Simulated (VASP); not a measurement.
# In3B2As (P-6m2) in VASP: notebook, part 2 of 2

VASP 6.6.1. Earlier steps stand in the parts before.

### 3 Single point, PBE

This run uses another cell than the first one, of 21.24 Å³/atom.

INCAR

```
SYSTEM = In3B2As
PREC = Accurate
ENCUT = 520
EDIFF = 1E-6
ISMEAR = 0
SIGMA = 0.1
LREAL = .FALSE.
LASPH = .TRUE.
NELM = 100
ALGO = Normal
ISIF = 2
LWAVE = .FALSE.
LCHARG = .TRUE.
GGA = PE
LELF = .TRUE.
LVHAR = .TRUE.
NBANDS = 34
```

KPOINTS

```
Automatic mesh
0
G
  12 12 6
  0 0 0
```

POSCAR

```
In3B2As
1.0
    4.9589726755      0.0000000000      0.0000000000
   -2.4794863377      4.2945963136      0.0000000000
    0.0000000000      0.0000000000      5.9827099903
In B As
3 2 1
Direct
    0.0000000000      0.0000000000      0.0000000000
    0.3333333333      0.6666666667      0.5000000000
    0.3333333333      0.6666666667      0.0000000000
    0.6666666667      0.3333333333      0.8650124164
    0.6666666667      0.3333333333      0.1349875836
    0.0000000000      0.0000000000      0.5000000000
```

Potentials or basis: VASP PAW PBE potentials, release 64 (In_d, B, As).

The run is started by

```bash
$ cat potpaw_PBE.64/In_d/POTCAR potpaw_PBE.64/B/POTCAR potpaw_PBE.64/As/POTCAR > POTCAR
$ mpirun -np 1 vasp_std > vasp.out
```

OUTCAR:

```text
SYSTEM = In3B2As
   PREC = Accurate
   ENCUT = 520
   EDIFF = 1E-6
   ISMEAR = 0
   LREAL = .FALSE.
   LASPH = .TRUE.
   NELM = 100
   ISIF = 2
   GGA = PE

 ion  position               nearest neighbor table
   1  0.000  0.000  0.000-   3 2.86   3 2.86   3 2.86   5 2.97   4 2.97   5 2.97   4 2.97   5 2.97
                             4 2.97   6 2.99   6 2.99
   2  0.333  0.667  0.500-   6 2.86   6 2.86   6 2.86   3 2.99   3 2.99
   3  0.333  0.667  0.000-   1 2.86   1 2.86   1 2.86   4 2.97   5 2.97   4 2.97   5 2.97   5 2.97
                             4 2.97   2 2.99   2 2.99
   4  0.667  0.333  0.865-   5 1.62   3 2.97   1 2.97   3 2.97   1 2.97   1 2.97   3 2.97
   5  0.667  0.333  0.135-   4 1.62   3 2.97   1 2.97   3 2.97   1 2.97   1 2.97   3 2.97
   6  0.000  0.000  0.500-   2 2.86   2 2.86   2 2.86   1 2.99   1 2.99

  LATTYP: Found a hexagonal cell.
 ALAT       =     4.9589726755
 C/A-ratio  =     1.2064414107

  Lattice vectors:

 A1 = (   4.9589726755,   0.0000000000,   0.0000000000)
 A2 = (  -2.4794863377,   4.2945963136,   0.0000000000)
 A3 = (   0.0000000000,   0.0000000000,   5.9827099903)

Analysis of symmetry for initial positions (statically):
=====================================================================
 Subroutine PRICEL returns:
 Original cell was already a primitive cell.

 Routine SETGRP: Setting up the symmetry group for a
 hexagonal supercell.

 Subroutine GETGRP returns: Found 12 space group operations
 (whereof 12 operations were pure point group operations)
 out of a pool of 24 trial point group operations.

The static configuration has the point symmetry D_3h.

Analysis of symmetry for dynamics (positions and initial velocities):
=====================================================================
 Subroutine PRICEL returns:
 Original cell was already a primitive cell.

 Routine SETGRP: Setting up the symmetry group for a
 hexagonal supercell.

 Subroutine GETGRP returns: Found 12 space group operations
 (whereof 12 operations were pure point group operations)
 out of a pool of 24 trial point group operations.

The dynamic configuration has the point symmetry D_3h.

 Subroutine INISYM returns: Found 12 space group operations
 (whereof 12 operations are pure point group operations),
 and found     1 'primitive' translations

----------------------------------------------------------------------------------------

                                     Primitive cell

  volume of cell :     127.4125

  direct lattice vectors                    reciprocal lattice vectors
     4.958972676  0.000000000  0.000000000     0.201654670  0.116425378  0.000000000
    -2.479486338  4.294596314  0.000000000     0.000000000  0.232850756  0.000000000
     0.000000000  0.000000000  5.982709990     0.000000000  0.000000000  0.167148333

  length of vectors
     4.958972676  4.958972675  5.982709990     0.232850756  0.232850756  0.167148333

  position of ions in fractional coordinates (direct lattice)
     0.000000000  0.000000000  0.000000000
     0.333333333  0.666666667  0.500000000
     0.333333333  0.666666667  0.000000000
     0.666666667  0.333333333  0.865012416
     0.666666667  0.333333333  0.134987584
     0.000000000  0.000000000  0.500000000

  ion indices of the primitive-cell ions
   primitive index   ion index
                 1           1
                 2           2
                 3           3
                 4           4
[... 36 lines left out ...]
  0.416667  0.000000  0.000000      6.000000
[... 16 lines left out ...]
  0.250000  0.000000  0.166667     12.000000
  0.333333  0.000000  0.166667     12.000000
 [... further k-points ...]
   k-points           NKPTS =     76   k-points in BZ     NKDIM =     76   number of bands    NBANDS=     34
   number of dos      NEDOS =    301   number of ions     NIONS =      6
   total plane-waves  NPLWV =  76800
   dimension x,y,z NGX =    40 NGY =   40 NGZ =   48
   dimension x,y,z NGXF=    80 NGYF=   80 NGZF=   96
   ions per type =               3   2   1
   NGX,Y,Z   is equivalent  to a cutoff of  13.41, 13.41, 13.34 a.u.
   NGXF,Y,Z  is equivalent  to a cutoff of  26.82, 26.82, 26.68 a.u.
 SYSTEM =  In3B2As
   PREC   = accura    normal or accurate (medium, high low for compatibility)
   ISTART =      0    job   : 0-new  1-cont  2-samecut
   ICHARG =      2    charge: 1-file 2-atom 10-const
   ISPIN  =      1    spin polarized calculation?
   LNONCOLLINEAR =      F non collinear calculations
   LSORBIT =      F    spin-orbit coupling
   LASPH  =      T    aspherical Exc in radial PAW
   ENCUT  =  520.0 eV  38.22 Ry    6.18 a.u.   9.22  9.22 11.12*2*pi/ulx,y,z
   NELM   =    100;   NELMIN=  2; NELMDL= -5     # of ELM steps
   EDIFF  = 0.1E-05   stopping-criterion for ELM
   LREAL  =      F    real-space projection
   EDIFFG = 0.1E-04   stopping-criterion for IOM
   NSW    =      0    number of steps for IOM
   IBRION =     -1    ionic relax: 0-MD 1-quasi-New 2-CG
   NFREE  =      0    steps in history (QN), initial steepest desc. (CG)
   ISIF   =      2    stress and relaxation
   ISYM   =      2    0-nonsym 1-usesym 2-fastsym
   POTIM  = 0.5000    time-step for ionic-motion
   TEBEG  =    0.0;   TEEND  =   0.0 temperature during run
   PSTRESS=    0.0 pullay stress
   NELECT =      50.0000    total number of electrons
   NUPDOWN=      -1.0000    fix difference up-down
   EMIN   =  10.00;   EMAX   =-10.00  energy-range for DOS
   EFERMI =   0.00;   METHOD = LEGACY
   ISMEAR =     0;   SIGMA  =   0.10  broadening in eV -4-tet -1-fermi 0-gaus
   EFERMI_NEDOS =   21; number of points for ismear=-14 and -15
   IALGO  =     38    algorithm
   IMIX   =      4    mixing-type and parameters
     AMIX     =   0.40;   BMIX     =  1.00
     AMIX_MAG =   1.60;   BMIX_MAG =  1.00
  volume/ion in A,a.u.               =      21.24       143.30
  Fermi-wavevector in a.u.,A,eV,Ry     =   1.198563  2.264955 19.545490  1.436553
  Thomas-Fermi vector in A             =   2.334449
   LORBIT       =      0    0 simple, 1 ext, 2 COOP (PROOUT), +10 PAW based schemes
   GGA     = PE    functional components
   LHFCALC =     F    Hartree Fock is set to
   AEXX    =    0.0000 exact exchange contribution
   IVDW    =     0    specifies the selected vdW correction
   LEPSILON=     F    determine dielectric tensor
   LRPA    =     F    only Hartree local field effects (RPA)
 non-spin polarized calculation
 Gauss-broadening in eV      SIGMA  =   0.10
  energy-cutoff  :      520.00
  volume of cell :      127.41
 maximum number of plane-waves:      3454
 NGX is ok and might be reduce to    40
   NGX = 19   NGY = 19   NGZ = 23

 number of electron      50.0000010 magnetization

 Free energy of the ion-electron system (eV)
  ---------------------------------------------------
  ext. energy  EPLUGINS =         0.00000000
  ---------------------------------------------------
  free energy    TOTEN  =       -19.54484388 eV

  energy without entropy =      -19.52431512  energy(sigma->0) =      -19.53457950

 E-fermi :   5.5105     XC(G=0):  -9.9617

 val. band max:        5.4970113426   @ k =   0.3333   0.0833   0.3333
 cond. band min:       5.5156850818   @ k =   0.3333   0.1667   0.3333
 fundamental gap:      0.0186737392
 Fermi energy:         5.5105263935

 k-point     1 :       0.0000    0.0000    0.0000
  band No.  band energies     occupation
      1      -9.4713      2.00000
      2      -9.2468      2.00000
      3      -9.2468      2.00000
      4      -9.2116      2.00000
      5      -9.2116      2.00000
      6      -9.0843      2.00000
[... 877 lines left out ...]
     33      11.1124      0.00000
     34      11.1206      0.00000

 [... further k-points ...]

------------------------ aborting loop because EDIFF is reached ----------------------------------------

  FORCE on cell =-STRESS in cart. coord.  units (eV):
  Direction    XX          YY          ZZ          XY          YZ          ZX
  --------------------------------------------------------------------------------------
  -------------------------------------------------------------------------------------
  Total        0.0244163      0.0244163      0.0387257      0.0000000      0.0000000      0.0000000
  in kB        0.3070285      0.3070285      0.4869653      0.0000000      0.0000000      0.0000000
  external PRESSURE =       0.3670074 kB  Pullay stress =       0.0000000 kB

 VOLUME and BASIS-vectors are now :
 -----------------------------------------------------------------------------
  energy-cutoff  :      520.00
  volume of cell :      127.41
      direct lattice vectors                 reciprocal lattice vectors
     4.958972676  0.000000000  0.000000000     0.201654670  0.116425378  0.000000000
    -2.479486338  4.294596314  0.000000000     0.000000000  0.232850756  0.000000000
     0.000000000  0.000000000  5.982709990     0.000000000  0.000000000  0.167148333

 POSITION                                       TOTAL-FORCE (eV/Angst)
 -----------------------------------------------------------------------------------
      0.00000      0.00000      0.00000         0.000000      0.000000      0.000000
     -0.00000      2.86306      2.99135         0.000000      0.000000      0.000000
     -0.00000      2.86306      0.00000        -0.000000      0.000000      0.000000
      2.47949      1.43153      5.17512        -0.000000      0.000000     -0.012227
      2.47949      1.43153      0.80759        -0.000000      0.000000      0.012227
      0.00000      0.00000      2.99135         0.000000     -0.000000      0.000000
 -----------------------------------------------------------------------------------
    total drift:                                0.000001     -0.000000     -0.000000

  FREE ENERGIE OF THE ION-ELECTRON SYSTEM (eV)
  ---------------------------------------------------
  free  energy   TOTEN  =       -19.5448438843 eV

  energy  without entropy=      -19.5243151171  energy(sigma->0) =      -19.53457950
```

Run time: 11 min. Hardware: 1 thread of Intel Xeon 8259CL, shared host; peak memory 0.46 GiB.

Results:

```
Free energy            : -19.5448 eV
Pressure               : 0.0 GPa
Largest force          : 0.012 eV/Å
Band gap on the k mesh : zero (bands 25 and 26 overlap by 1.01 eV)
```

Forces on the atoms (eV/Å):
```
In   0.000  0.000  0.000
In   0.000  0.000  0.000
In   0.000  0.000  0.000
B    0.000  0.000 -0.012
B    0.000  0.000  0.012
As   0.000  0.000  0.000
```

Levels at points of the mesh, in eV from the Fermi level:
```
           k point  band 21  band 22  band 23  band 24  band 25  band 26  band 27  band 28  band 29  band 30
(0.00, 0.00, 0.00)    -2.03    -2.03    -1.66    -1.66    -0.47     0.15     0.98     0.98     1.37     1.74
(0.50, 0.00, 0.00)    -3.18    -2.74    -2.64    -1.25    -0.98    -0.34     1.85     2.37     2.64     3.99
(0.00, 0.00, 0.50)    -1.79    -1.47    -1.35    -1.35    -1.34    -0.16     0.11     0.11     1.81     1.81
(0.50, 0.00, 0.50)    -3.33    -2.76    -2.22     0.05     0.40     0.73     1.65     2.20     3.62     3.83
```

Caveat: spin-orbit coupling is left out, which moves the levels of the heavy elements.

### 4 Relaxation of cell and atoms, PBE

This run uses another cell than the first one, of 20.94 Å³/atom.

INCAR

```
  PREC = Accurate
  ENCUT = 600
  EDIFF = 1E-6
  ISMEAR = 0
  SIGMA = 0.1
  LREAL = F
  LASPH = T
  NELM = 80
  ALGO = Normal
  ISIF = 3
  LWAVE = F
  LCHARG = F
  GGA = PE
  IBRION = 2
  NSW = 90
  EDIFFG = -0.04
```

KPOINTS

```
regular mesh
0
Gamma
  6 6 4
```

POSCAR

```
In3B2As
1.0
    5.0414789505      0.0000000000      0.0000000000
   -2.5207394752      4.3660488438      0.0000000000
    0.0000000000      0.0000000000      5.7075614565
In B As
3 2 1
Direct
    0.0000000000      0.0000000000      0.0000000000
    0.3333333333      0.6666666667      0.5000000000
    0.3333333333      0.6666666667      0.0000000000
    0.6666666667      0.3333333333      0.8593256914
    0.6666666667      0.3333333333      0.1406743086
    0.0000000000      0.0000000000      0.5000000000
```

The run is started by

```bash
$ cat potpaw_PBE.64/In_d/POTCAR potpaw_PBE.64/B/POTCAR potpaw_PBE.64/As/POTCAR > POTCAR
$ mpirun -np 1 vasp_std > vasp.out
```

Run time: 13 min. Hardware: 1 thread of Intel Xeon 8259CL, shared host; peak memory 0.33 GiB.

Results (log left out):

| Item | Value |
| --- | --- |
| Free energy | -19.5987 eV |
| Relaxed volume | 21.11 Å³/atom |
| Relaxed cell | a = 4.979 Å, b = 4.979 Å, c = 5.901 Å, α = 90.00°, β = 90.00°, γ = 120.00° |
| Space group after relaxing (to 0.1 Å) | P-6m2 (No. 187) |
| Energy gained by relaxing | 8.1 meV/atom |
| Ionic steps | 8 |
| Pressure after relaxing | 0.0 GPa |
| Largest force after relaxing | 0.027 eV/Å |
| Band gap on the k mesh | zero (bands 25 and 26 overlap by 0.97 eV) |

Forces in eV/Å, atoms in the order of the input:
```
In   0.000  0.000  0.000
In   0.000  0.000  0.000
In   0.000  0.000  0.000
B    0.000  0.000  0.027
B    0.000  0.000 -0.027
As   0.000  0.000  0.000
```

Stress tensor (GPa, compression positive):
```
 0.07  0.00  0.00
 0.00  0.07  0.00
 0.00  0.00 -0.03
```

The path:
```csv
step,energy change (eV),largest force (eV/Å),pressure (GPa),volume (Å³)
1,0.0000,0.2139,0.60,125.63
2,-0.0261,0.7345,-0.65,127.03
3,-0.0294,0.5202,-0.37,126.67
4,-0.0473,0.0944,0.10,126.31
5,-0.0482,0.0348,0.24,126.20
6,-0.0483,0.0470,0.26,126.19
7,-0.0488,0.0403,0.00,126.77
8,-0.0488,0.0265,0.04,126.67
```

Final structure:
```
CELL_PARAMETERS angstrom
4.97880 0.00000 0.00000
-2.48940 4.31176 0.00000
0.00000 0.00000 5.90074
ATOMIC_POSITIONS crystal
In 0.00000 0.00000 0.00000
In 0.33333 0.66667 0.50000
In 0.33333 0.66667 0.00000
B 0.66667 0.33333 0.86263
B 0.66667 0.33333 0.13737
As 0.00000 0.00000 0.50000
```

Levels at points of the mesh, in eV from the Fermi level:
```csv
k point,band 22,band 23,band 24,band 25,band 26,band 27,band 28,band 29
"(0.00, 0.00, 0.00)",-2.05,-1.69,-1.69,-0.50,0.13,1.03,1.03,1.29
"(0.50, 0.00, 0.00)",-2.73,-2.61,-1.17,-0.96,-0.39,1.80,2.37,2.64
"(0.00, 0.00, 0.50)",-1.44,-1.44,-1.34,-1.34,-0.07,0.07,0.07,1.76
"(0.50, 0.00, 0.50)",-2.78,-2.21,0.11,0.49,0.82,1.76,2.21,3.66
```

Caveat: spin-orbit coupling is left out, which moves the levels of the heavy elements.

### 5 The runs side by side

| task | cell | k mesh | cutoff (eV) | gap on the mesh (eV) | pressure (GPa) | largest force (eV/Å) |
| --- | --- | --- | --- | --- | --- | --- |
| single point | a = 4.981, b = 4.981, c = 5.899 Å, angles 90.0, 90.0, 120.0°, 6 atoms, atomic positions A | 6 × 6 × 4 | 520 | none | 0.0 | 0.02 |
| single point | a = 4.959, b = 4.959, c = 5.983 Å, angles 90.0, 90.0, 120.0°, 6 atoms, atomic positions B | 12 × 12 × 6 | 520 | none | 0.0 | 0.01 |
| relaxation of cell and atoms | relaxed from a = 5.041, b = 5.041, c = 5.708 Å, angles 90.0, 90.0, 120.0°, 6 atoms, atomic positions C | 6 × 6 × 4 | 600 | none | 0.0 | 0.03 |

Alike in all rows: level PBE; potentials or basis VASP PAW PBE potentials, release 64 (In_d, B, As); no spin polarisation; smearing gaussian 0.1 eV.

Caveats: spin-orbit coupling is left out, which moves the levels of the heavy elements.

Total energies depend on the potentials used, so only differences within one code and one set of settings carry meaning.

The gap in the log of VASP goes by the Fermi energy; the results here count the filled bands.